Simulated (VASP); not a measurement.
# HgTe (Cmcm) in VASP: a series of runs, part 2 of 3

VASP 6.6.1.

### 3 Single point, PBEsol+D3(BJ)

This run uses another cell than the first one, of 28.87 Å³/atom.

INCAR

```
SYSTEM = HgTe
PREC = Accurate ; ENCUT = 520
EDIFF = 1E-6 ; ISMEAR = -1
SIGMA = 0.05 ; LREAL = .FALSE.
LASPH = .TRUE. ; NELM = 80
ALGO = Normal ; ISIF = 2
LWAVE = .FALSE. ; LCHARG = .TRUE.
GGA = PS ; IVDW = 12
LELF = .TRUE. ; LVHAR = .TRUE.
NBANDS = 26
```

KPOINTS

```
regular mesh
0
G
  4 4 4
  0 0 0
```

POSCAR

```
HgTe
1.0
    2.9520736097     -3.4200728643      0.0000000000
    2.9520736097      3.4200728643      0.0000000000
    0.0000000000      0.0000000000      5.7197939209
Hg Te
2 2
Direct
    0.3430500000      0.6569500000      0.7500000000
    0.6569500000      0.3430500000      0.2500000000
    0.7848090000      0.2151910000      0.7500000000
    0.2151910000      0.7848090000      0.2500000000
```

Potentials or basis: VASP PAW PBE potentials, release 64 (Hg, Te).

Run with:

```bash
$ cat potpaw_PBE.64/Hg/POTCAR potpaw_PBE.64/Te/POTCAR > POTCAR
$ mpirun -np 1 vasp_std > vasp.out
```

OUTCAR:

```text
SYSTEM = HgTe
   PREC = Accurate
   ENCUT = 520
   EDIFF = 1E-6
   ISMEAR = -1
   LREAL = .FALSE.
   LASPH = .TRUE.
   NELM = 80
   ISIF = 2
   GGA = PS
   IVDW = 12
 IVDW          = 12

 ion  position               nearest neighbor table
   1  0.343  0.657  0.750-   3 2.98   3 2.98   4 2.99   4 2.99   3 3.02   2 3.58   2 3.58
   2  0.657  0.343  0.250-   4 2.98   4 2.98   3 2.99   3 2.99   4 3.02   1 3.58   1 3.58
   3  0.785  0.215  0.750-   1 2.98   1 2.98   2 2.99   2 2.99   1 3.02
   4  0.215  0.785  0.250-   2 2.98   2 2.98   1 2.99   1 2.99   2 3.02

  LATTYP: Found a base centered orthorhombic cell.
 ALAT       =     5.9041472194
 B/A-ratio  =     1.1585323798
 C/A-ratio  =     0.9687756264

  Lattice vectors:

 A1 = (   2.9520736097,  -3.4200728643,   0.0000000000)
 A2 = (   2.9520736097,   3.4200728643,   0.0000000000)
 A3 = (   0.0000000000,   0.0000000000,   5.7197939209)

Analysis of symmetry for initial positions (statically):
=====================================================================
 Subroutine PRICEL returns:
 Original cell was already a primitive cell.

 Routine SETGRP: Setting up the symmetry group for a
 base centered orthorhombic supercell.

 Subroutine GETGRP returns: Found  8 space group operations
 (whereof  4 operations were pure point group operations)
 out of a pool of  8 trial point group operations.

The static configuration has the point symmetry C_2h.
 The point group associated with its full space group is D_2h.

Analysis of symmetry for dynamics (positions and initial velocities):
=====================================================================
 Subroutine PRICEL returns:
 Original cell was already a primitive cell.

 Routine SETGRP: Setting up the symmetry group for a
 base centered orthorhombic supercell.

 Subroutine GETGRP returns: Found  8 space group operations
 (whereof  4 operations were pure point group operations)
 out of a pool of  8 trial point group operations.

The dynamic configuration has the point symmetry C_2h.
 The point group associated with its full space group is D_2h.

[... 119 lines left out ...]
  volume/ion in A,a.u.               =      28.87       194.85
  Fermi-wavevector in a.u.,A,eV,Ry     =   1.109987  2.097572 16.763356  1.232072
  Thomas-Fermi vector in A             =   2.246534
   LORBIT       =      0    0 simple, 1 ext, 2 COOP (PROOUT), +10 PAW based schemes
   GGA     = PS    functional components
   LHFCALC =     F    Hartree Fock is set to
   AEXX    =    0.0000 exact exchange contribution
   IVDW    =    12    specifies the selected vdW correction
   LEPSILON=     F    determine dielectric tensor
   LRPA    =     F    only Hartree local field effects (RPA)
 non-spin polarized calculation
  energy-cutoff  :      520.00
  volume of cell :      115.50
 maximum number of plane-waves:      3135
 NGX is ok and might be reduce to    36
   NGX = 17   NGY = 17   NGZ = 21

 number of electron      36.0000003 magnetization

 Free energy of the ion-electron system (eV)
  ---------------------------------------------------
  ext. energy  EPLUGINS =         0.00000000
  ---------------------------------------------------
  free energy    TOTEN  =        -8.25915117 eV

  energy without entropy =       -8.24307842  energy(sigma->0) =       -8.25111480

 E-fermi :   4.1517     XC(G=0):  -9.9415

 val. band max:        4.0939419391   @ k =   0.2500   0.0000   0.2500
 cond. band min:       4.1659083674   @ k =   0.5000   0.2500   0.0000
 fundamental gap:      0.0719664283
 Fermi energy:         4.1517071849

 k-point     1 :       0.0000    0.0000    0.0000
  band No.  band energies     occupation
      1      -7.9573      2.00000
      2      -6.7458      2.00000
      3      -2.8144      2.00000
      4      -2.7136      2.00000
      5      -2.6800      2.00000
      6      -2.6323      2.00000
[... 598 lines left out ...]
     25      11.3960      0.00000
     26      11.3960      0.00000

------------------------ aborting loop because EDIFF is reached ----------------------------------------

 Edisp (eV)   -1.63309

 E8    (eV) :    -1.1079

  FORCE on cell =-STRESS in cart. coord.  units (eV):
  Direction    XX          YY          ZZ          XY          YZ          ZX
  --------------------------------------------------------------------------------------
  -------------------------------------------------------------------------------------
  Total      -2.59524    -2.27725    -3.00185     0.00000     0.00000     0.00000
  in kB     -36.00106   -31.58994   -41.64157     0.00000     0.00000     0.00000
  external pressure =      -36.41 kB  Pullay stress =        0.00 kB

 VOLUME and BASIS-vectors are now :
 -----------------------------------------------------------------------------
  energy-cutoff  :      520.00
  volume of cell :      115.50
      direct lattice vectors                 reciprocal lattice vectors
     2.952073610 -3.420072864  0.000000000     0.169372470 -0.146195716  0.000000000
     2.952073610  3.420072864  0.000000000     0.169372470  0.146195716  0.000000000
     0.000000000  0.000000000  5.719793921     0.000000000  0.000000000  0.174831474

 POSITION                                       TOTAL-FORCE (eV/Angst)
 -----------------------------------------------------------------------------------
      2.95207      1.07356      4.28985         0.000000      0.006174     -0.000000
      2.95207     -1.07356      1.42995         0.000000     -0.006174      0.000000
      2.95207     -1.94814      4.28985         0.000000      0.027143      0.000000
      2.95207      1.94814      1.42995         0.000000     -0.027143     -0.000000
 -----------------------------------------------------------------------------------
    total drift:                                0.000000     -0.000000     -0.000000

  FREE ENERGIE OF THE ION-ELECTRON SYSTEM (eV)
  ---------------------------------------------------
  free  energy   TOTEN  =        -9.8922403845 eV

  energy  without entropy=       -9.8761676378  energy(sigma->0) =       -9.88420401
```

OSZICAR:

```text
N       E                     dE             d eps       ncg     rms          rms(c)
DAV:   1     0.230796271440E+03    0.23080E+03   -0.16060E+04  1092   0.122E+03
DAV:   2     0.270472314129E+01   -0.22809E+03   -0.21791E+03  1174   0.283E+02
DAV:   3    -0.858331939090E+01   -0.11288E+02   -0.11143E+02  1324   0.629E+01
DAV:   4    -0.870920863551E+01   -0.12589E+00   -0.12572E+00  1312   0.593E+00
DAV:   5    -0.871051371047E+01   -0.13051E-02   -0.13050E-02  1234   0.609E-01    0.105E+01
DAV:   6    -0.827143466845E+01    0.43908E+00   -0.10844E+00  1192   0.106E+01    0.819E+00
DAV:   7    -0.826386601883E+01    0.75686E-02   -0.25001E-01  1164   0.261E+00    0.281E+00
DAV:   8    -0.825962001411E+01    0.42460E-02   -0.28250E-02  1122   0.158E+00    0.586E-01
DAV:   9    -0.825917059983E+01    0.44941E-03   -0.36547E-03  1220   0.572E-01    0.845E-02
DAV:  10    -0.825914475402E+01    0.25846E-04   -0.25470E-04  1164   0.164E-01    0.397E-02
DAV:  11    -0.825915941480E+01   -0.14661E-04   -0.98444E-05  1206   0.782E-02    0.471E-02
DAV:  12    -0.825915094848E+01    0.84663E-05   -0.41213E-05  1138   0.615E-02    0.129E-02
DAV:  13    -0.825915116988E+01   -0.22139E-06   -0.46656E-06  1134   0.991E-03
   1 F= -.98922404E+01 E0= -.98842040E+01  d E =-.160727E-01
```

It took 60 s on 1 thread of Intel Xeon Platinum 8375C at 2.90GHz (Ice Lake), shared host; peak memory 0.26 GiB.

What came out:

```yaml
Free_energy: -9.8922 eV
Pressure: -3.6 GPa
Largest_force: 0.027 eV/Å
Band_gap_on_the_k_mesh: zero (bands 18 and 19 overlap by 2.24 eV)
Dispersion_energy_per_atom: -0.408 eV
```

Forces on the atoms (eV/Å):
```
Hg   0.000  0.006  0.000
Hg   0.000 -0.006  0.000
Te   0.000  0.027  0.000
Te   0.000 -0.027  0.000
```

Levels at points of the mesh, in eV from the Fermi level:
```tsv
k point	band 14	band 15	band 16	band 17	band 18	band 19	band 20	band 21	band 22	band 23
(0.00, 0.00, 0.00)	-2.74	-2.65	-2.65	-1.06	-0.41	-0.38	-0.09	4.01	5.14	6.21
(0.50, 0.00, 0.00)	-3.89	-2.55	-1.99	-0.85	-0.56	1.45	2.50	2.95	4.54	5.09
(0.50, 0.50, 0.00)	-4.28	-2.16	-1.96	-1.90	-1.87	-1.83	-1.49	3.15	5.19	7.13
(0.00, 0.00, 0.50)	-3.65	-1.91	-1.91	-1.32	-1.32	1.49	1.49	4.82	4.82	4.96
(0.50, 0.00, 0.50)	-5.52	-0.92	-0.92	0.28	0.28	1.93	1.93	3.80	3.80	4.61
(0.50, 0.50, 0.50)	-4.58	-3.30	-3.30	-3.11	-3.11	2.19	2.19	5.64	5.64	6.96
```

Caveat: three body term missing; the cell stands under tension; the PAW data sets were made with another functional, which shifts forces and pressure a little; spin-orbit coupling is left out, which moves the levels of the heavy elements.

(Part 2 of 3 ends here.)
